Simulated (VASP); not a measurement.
# La2O3: relaxation of cell and atoms with LDA+U

Crystal: La2O3.

```xyz
5
Lattice="3.9308 0.0000 0.0000 -1.9654 3.4042 0.0000 0.0000 0.0000 6.1120" Properties=species:S:1:pos:R:3 pbc="T T T"
La    0.0000    2.2694    1.5050
La    1.9654    1.1347    4.6070
O     0.0000    0.0000    0.0000
O     0.0000    2.2694    3.9477
O     1.9654    1.1347    2.1643
```

* Program: VASP 6.6.1
* Task: relaxation of cell and atoms
* Functional: LDA
* Potentials or basis: VASP PAW LDA potentials, release 64 (La, O)
* Cutoff: 600 eV
* k mesh: 8 × 8 × 5
* Occupations: fermi-dirac, width 0.05 eV
* Spin: no spin polarisation
* Hubbard terms: La f U = 5.0 eV
* Dipole correction: no
* Further INCAR settings: ALGO = Normal; EDIFF = 1e-07; IBRION = 2; EDIFFG = -0.01; NSW = 60; ISIF = 3

```yaml
Relaxed_volume: 15.99 Å³/atom
Relaxed_cell: a = 3.918 Å, b = 3.918 Å, c = 6.015 Å, α = 90.00°, β = 90.00°, γ = 120.00°
Space_group_after_relaxing_to_0.05_Å: P-3m1 (No. 164)
Energy_gained_by_relaxing: 3.1 meV/atom
Ionic_steps: 11
Pressure_after_relaxing: 0.0 GPa
Band_gap_on_the_k_mesh: 3.80 eV, indirect (least direct gap 3.94 eV)
```

Forces in eV/Å, atoms in the order of the input:
```
La   0.000  0.000 -0.002
La   0.000  0.000  0.002
O    0.000  0.000  0.000
O    0.000  0.000  0.001
O    0.000  0.000 -0.001
```

The path:
```tsv
step	energy change (eV)	largest force (eV/Å)	pressure (GPa)	volume (Å³)
1	0.0000	0.0527	-2.58	81.78
2	0.0022	0.3224	3.11	78.70
3	-0.0125	0.1555	0.04	80.28
4	-0.0148	0.0226	0.01	80.12
5	-0.0150	0.0353	0.00	80.05
6	-0.0153	0.0348	0.01	80.03
7	-0.0154	0.0344	0.02	80.00
8	-0.0156	0.0182	-0.05	80.02
9	-0.0156	0.0077	-0.11	80.03
10	-0.0155	0.0106	0.17	79.88
11	-0.0156	0.0024	0.00	79.97
```

Final structure:
```
La O
1.0
     3.91815    0.00000    0.00000
    -1.95908    3.39322    0.00000
     0.00000    0.00000    6.01531
La O
2 3
Cartesian
  0.0000 2.2621 1.4706
  1.9591 1.1311 4.5447
  0.0000 0.0000 0.0000
  0.0000 2.2621 3.8875
  1.9591 1.1311 2.1278
```

Levels at points of the mesh, in eV from the valence-band top:
```tsv
k point	band 17	band 18	band 19	band 20	band 21	band 22	band 23	band 24
(0.00, 0.00, 0.00)	-1.72	-0.36	-0.36	-0.07	4.59	4.59	4.62	5.32
(0.50, 0.00, 0.00)	-0.70	-0.61	-0.41	-0.24	3.90	5.58	5.59	6.04
```

Eigenvalues of the final occupation matrices:
```tsv
site	spin	trace	eigenvalues
site 1 f	1	0.09	0.01 0.01 0.01 0.01 0.01 0.01 0.03
site 1 f	2	0.09	0.01 0.01 0.01 0.01 0.01 0.01 0.03
site 2 f	1	0.09	0.01 0.01 0.01 0.01 0.01 0.01 0.03
site 2 f	2	0.09	0.01 0.01 0.01 0.01 0.01 0.01 0.03
```

It took 24 min on 1 thread of Oxide Virtual Turin-like Processor, on a shared host, peak memory 0.22 GiB.

Caveat: spin-orbit coupling is left out, which moves the levels of the heavy elements. A k mesh can miss the band edges.
